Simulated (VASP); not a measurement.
# NbP (I4_1md) in VASP: a series of runs, part 2 of 2

VASP 6.6.1. The steps go on from the part before.

### Step 3. Single point, PBEsol (15.09 Å³/atom)

This run uses another cell than the first one, of 15.09 Å³/atom.

INCAR

```
  ALGO = Normal
  EDIFF = 1E-7
  ENCUT = 520
  GGA = PS
  ISIF = 2
  ISMEAR = 0
  LASPH = T
  LCHARG = F
  LREAL = F
  LWAVE = F
  NBANDS = 26
  NELM = 60
  PREC = Accurate
  SIGMA = 0.1
```

KPOINTS

```
k-points
0
Gamma
  18 18 18
```

POSCAR

```
NbP
1.0
   -1.6466786830      1.6466786830      5.5656316971
    1.6466786830     -1.6466786830      5.5656316971
    1.6466786830      1.6466786830     -5.5656316971
Nb P
2 2
Direct
    0.7504036722      0.7504036722      0.0000000000
    0.5004036722      1.0004036722      0.5000000000
    0.3322249028      0.3322249028      0.0000000000
    0.0822249028      0.5822249028      0.5000000000
```

Potentials or basis: VASP PAW PBE potentials, release 64 (Nb_sv, P).

Started as:

```
$ cat potpaw_PBE.64/Nb_sv/POTCAR potpaw_PBE.64/P/POTCAR > POTCAR
$ mpirun -np 1 vasp_std > vasp.out
```

OUTCAR:

```text
EDIFF = 1E-7
   ENCUT = 520
   GGA = PS
   ISIF = 2
   ISMEAR = 0
   LASPH = T
   LREAL = F
   NELM = 60
   PREC = Accurate

 ion  position               nearest neighbor table
   1  0.750  0.750  0.000-   4 2.49   4 2.49   3 2.50   3 2.50   3 2.50   3 2.50
   2  0.500  0.000  0.500-   3 2.49   3 2.49   4 2.50   4 2.50   4 2.50   4 2.50
   3  0.332  0.332  0.000-   2 2.49   2 2.49   1 2.50   1 2.50   1 2.50   1 2.50
   4  0.082  0.582  0.500-   1 2.49   1 2.49   2 2.50   2 2.50   2 2.50   2 2.50

  LATTYP: Found a body centered tetragonal cell.
 ALAT       =     3.2933573660
 C/A-ratio  =     3.3799136131

  Lattice vectors:

 A1 = (  -1.6466786830,   1.6466786830,   5.5656316971)
 A2 = (   1.6466786830,  -1.6466786830,   5.5656316971)
 A3 = (   1.6466786830,   1.6466786830,  -5.5656316971)

Analysis of symmetry for initial positions (statically):
=====================================================================
 Subroutine PRICEL returns:
 Original cell was already a primitive cell.
[... 173 lines left out ...]
  free energy    TOTEN  =       -37.80621070 eV

  energy without entropy =      -37.80408568  energy(sigma->0) =      -37.80514819

 E-fermi :  11.3385     XC(G=0): -12.4186

 val. band max:       11.3305311369   @ k =  -0.0556   0.4444   0.0556
 cond. band min:      11.3409732155   @ k =  -0.3333   0.4444   0.3333
 fundamental gap:      0.0104420785
 Fermi energy:        11.3385436690

 k-point     1 :       0.0000    0.0000    0.0000
  band No.  band energies     occupation
      1     -43.3133      2.00000
      2     -43.2589      2.00000
      3     -19.7085      2.00000
      4     -19.4317      2.00000
      5     -19.4317      2.00000
      6     -19.2664      2.00000
[... 685 lines left out ...]
     25      16.5630      0.00000
     26      17.3468      0.00000

 [... further k-points ...]

------------------------ aborting loop because EDIFF is reached ----------------------------------------

  FORCE on cell =-STRESS in cart. coord.  units (eV):
  Direction    XX          YY          ZZ          XY          YZ          ZX
  --------------------------------------------------------------------------------------
  -------------------------------------------------------------------------------------
  Total        2.3491902      2.3491902      2.3510428      0.0000000      0.0000000      0.0000000
  in kB       62.3500180     62.3500180     62.3991872      0.0000000      0.0000000      0.0000000
  external PRESSURE =      62.3664077 kB  Pullay stress =       0.0000000 kB

 VOLUME and BASIS-vectors are now :
 -----------------------------------------------------------------------------
  energy-cutoff  :      520.00
  volume of cell :       60.37
      direct lattice vectors                 reciprocal lattice vectors
    -1.646678683  1.646678683  5.565631697     0.000000000  0.303641509  0.089837062
     1.646678683 -1.646678683  5.565631697     0.303641509  0.000000000  0.089837062
     1.646678683  1.646678683 -5.565631697     0.303641509  0.303641509  0.000000000

 POSITION                                       TOTAL-FORCE (eV/Angst)
 -----------------------------------------------------------------------------------
      0.00000      0.00000      8.35294         0.000000     -0.000000     -0.001177
      0.00000      1.64668      0.00449        -0.000000      0.000000     -0.001177
      0.00000      0.00000      3.69808         0.000000      0.000000      0.001177
      1.64668      0.00000      0.91527        -0.000000     -0.000000      0.001177
 -----------------------------------------------------------------------------------
    total drift:                               -0.000000     -0.000000     -0.000066

  FREE ENERGIE OF THE ION-ELECTRON SYSTEM (eV)
  ---------------------------------------------------
  free  energy   TOTEN  =       -37.8062106960 eV

  energy  without entropy=      -37.8040856776  energy(sigma->0) =      -37.80514819
```

Run time: 20 min. Hardware: 1 thread of Intel Xeon 6975P-C (Granite Rapids), shared host; peak memory 0.79 GiB.

What came out:

```yaml
Free_energy: -37.8062 eV
Pressure: 6.2 GPa
Band_gap_on_the_k_mesh: zero (bands 18 and 19 overlap by 0.04 eV)
```

Levels at points of the mesh, in eV from the Fermi level:
```tsv
k point	band 15	band 16	band 17	band 18	band 19	band 20	band 21	band 22
(0.00, 0.00, 0.00)	-2.31	-1.80	-1.39	-1.39	0.82	1.72	2.92	3.37
(0.50, 0.00, 0.00)	-2.47	-1.87	-1.62	-0.02	0.04	1.41	2.71	2.84
(0.50, 0.50, 0.00)	-2.87	-2.87	-0.46	-0.46	3.21	3.21	3.36	3.36
(0.50, 0.50, 0.50)	-2.86	-2.86	-0.48	-0.48	1.23	1.23	2.56	2.56
```

Caveat: the cell stands under pressure; the PAW data sets were made with another functional, which shifts forces and pressure a little.

### Step 4. Single point, PBEsol

This run uses another cell than the first one, of 15.56 Å³/atom.

INCAR

```
PREC = Accurate
ENCUT = 520
EDIFF = 1E-7
ISMEAR = 0
SIGMA = 0.1
LREAL = F
LASPH = T
NELM = 80
ALGO = Normal
ISIF = 2
LWAVE = F
LCHARG = F
GGA = PS
ISYM = 0
NBANDS = 26
```

KPOINTS

```
regular mesh
0
Gamma
  8 6 16
```

POSCAR

```
NbP
1.0
    4.6955426329      0.0000000000      0.0000000000
    0.0000000000      6.1139385678      0.0000000000
    2.3477713165      0.9015514456      2.1677719311
Nb P
2 2
Direct
    0.2498125512      0.4996251024      0.5003748976
    0.4998125512     -0.0003748976      0.5003748976
    0.6675588738      0.3351177476      0.6648822524
    0.9175588738      0.8351177476      0.6648822524
```

Potentials or basis: VASP PAW PBE potentials, release 64 (Nb_sv, P).

Started as:

```
$ cat potpaw_PBE.64/Nb_sv/POTCAR potpaw_PBE.64/P/POTCAR > POTCAR
$ mpirun -np 1 vasp_std > vasp.out
```

OUTCAR:

```text
PREC = Accurate
   ENCUT = 520
   EDIFF = 1E-7
   ISMEAR = 0
   LREAL = F
   LASPH = T
   NELM = 80
   ISIF = 2
   GGA = PS
   ISYM = 0

 ion  position               nearest neighbor table
   1  0.250  0.500  0.500-   4 2.52   4 2.52   3 2.52   3 2.52   3 2.52   3 2.52
   2  0.500  1.000  0.500-   3 2.52   3 2.52   4 2.52   4 2.52   4 2.52   4 2.52
   3  0.668  0.335  0.665-   2 2.52   2 2.52   1 2.52   1 2.52   1 2.52   1 2.52
   4  0.918  0.835  0.665-   1 2.52   1 2.52   2 2.52   2 2.52   2 2.52   2 2.52
[... 880 lines left out ...]
  Direction    XX          YY          ZZ          XY          YZ          ZX
  --------------------------------------------------------------------------------------
  -------------------------------------------------------------------------------------
  Total       -0.0860716     -0.1048550     -0.0916476      0.0000136      0.0108354     -0.0000231
  in kB       -2.2158986     -2.6994756     -2.3594527      0.0003512      0.2789551     -0.0005943
  external PRESSURE =      -2.4249423 kB  Pullay stress =       0.0000000 kB

 VOLUME and BASIS-vectors are now :
 -----------------------------------------------------------------------------
  energy-cutoff  :      520.00
  volume of cell :       62.23
      direct lattice vectors                 reciprocal lattice vectors
     4.695542633  0.000000000  0.000000000     0.212967931  0.000000000 -0.230651570
     0.000000000  6.113938568  0.000000000     0.000000000  0.163560688 -0.068023011
     2.347771316  0.901551446  2.167771931     0.000000000  0.000000000  0.461303141

 POSITION                                       TOTAL-FORCE (eV/Angst)
 -----------------------------------------------------------------------------------
      2.34777      3.50579      1.08470        -0.001669      0.001589      0.000147
      3.52166      6.56276      1.08470         0.001655      0.001556      0.000160
      4.69554      2.64831      1.44131         0.000611     -0.001568     -0.000154
      5.86943      5.70528      1.44131        -0.000597     -0.001577     -0.000152
 -----------------------------------------------------------------------------------
    total drift:                                0.000032      0.000090     -0.000033

  FREE ENERGIE OF THE ION-ELECTRON SYSTEM (eV)
  ---------------------------------------------------
  free  energy   TOTEN  =       -37.8408695013 eV

  energy  without entropy=      -37.8382509936  energy(sigma->0) =      -37.83956025
```

OSZICAR:

```text
N       E                     dE             d eps       ncg     rms          rms(c)
DAV:   1     0.351355968110E+03    0.35136E+03   -0.19164E+04 20176   0.139E+03
DAV:   2    -0.981637889611E+01   -0.36117E+03   -0.35073E+03 23738   0.510E+02
DAV:   3    -0.384981699690E+02   -0.28682E+02   -0.28146E+02 37464   0.107E+02
DAV:   4    -0.400815527797E+02   -0.15834E+01   -0.15752E+01 30036   0.207E+01
DAV:   5    -0.401530932626E+02   -0.71540E-01   -0.71478E-01 35282   0.484E+00    0.135E+01
DAV:   6    -0.378548943313E+02    0.22982E+01   -0.77822E+00 31032   0.197E+01    0.485E+00
DAV:   7    -0.378499642081E+02    0.49301E-02   -0.63312E-01 31450   0.426E+00    0.299E+00
DAV:   8    -0.378404985468E+02    0.94657E-02   -0.78792E-02 29914   0.183E+00    0.452E-01
DAV:   9    -0.378406894216E+02   -0.19087E-03   -0.72904E-03 33154   0.519E-01    0.319E-01
DAV:  10    -0.378409031558E+02   -0.21373E-03   -0.19312E-03 24982   0.411E-01    0.547E-02
DAV:  11    -0.378408805503E+02    0.22605E-04   -0.22001E-04 31492   0.127E-01    0.259E-02
DAV:  12    -0.378408717403E+02    0.88100E-05   -0.30082E-05 28022   0.536E-02    0.175E-02
DAV:  13    -0.378408700428E+02    0.16976E-05   -0.55353E-06 33636   0.225E-02    0.496E-03
DAV:  14    -0.378408697292E+02    0.31356E-06   -0.26450E-07 22926   0.462E-03    0.249E-03
DAV:  15    -0.378408695181E+02    0.21112E-06   -0.69356E-08 13254   0.255E-03    0.408E-04
DAV:  16    -0.378408695013E+02    0.16758E-07   -0.19872E-08 12456   0.175E-03
   1 F= -.37840870E+02 E0= -.37839560E+02  d E =-.261851E-02
```

It took 12 min on 1 thread of Intel Xeon Platinum 8488C (Sapphire Rapids), shared host; peak memory 0.61 GiB.

Results:

```yaml
Free_energy: -37.8409 eV
Pressure: -0.2 GPa
```

Forces in eV/Å, atoms in the order of the input:
```
Nb  -0.002  0.002  0.000
Nb   0.002  0.002  0.000
P    0.001 -0.002  0.000
P   -0.001 -0.002  0.000
```

Caveat: the PAW data sets were made with another functional, which shifts forces and pressure a little.

### Step 5. Summary

```tsv
cell	k mesh	gap on the mesh (eV)	pressure (GPa)
a = 5.951 Å, angles 148.1, 148.1, 45.7°, 4 atoms, atomic positions A	18 × 18 × 18	none	13.8
a = 6.033 Å, angles 148.3, 148.3, 45.4°, 4 atoms, atomic positions A	18 × 18 × 18	none	6.2
a = 4.696, b = 6.114, c = 3.320 Å, angles 74.2, 45.0, 90.0°, 4 atoms, atomic positions B	8 × 6 × 16	-	-0.2
```

Alike in all rows: task single point; level PBEsol; potentials or basis VASP PAW PBE potentials, release 64 (Nb_sv, P); no spin polarisation; cutoff (eV) 520; smearing gaussian 0.1 eV.

Caveats: the PAW data sets were made with another functional, which shifts forces and pressure a little; the cell stands under pressure (at least some runs).

Total energies depend on the potentials used, so only differences within one code and one set of settings carry meaning.
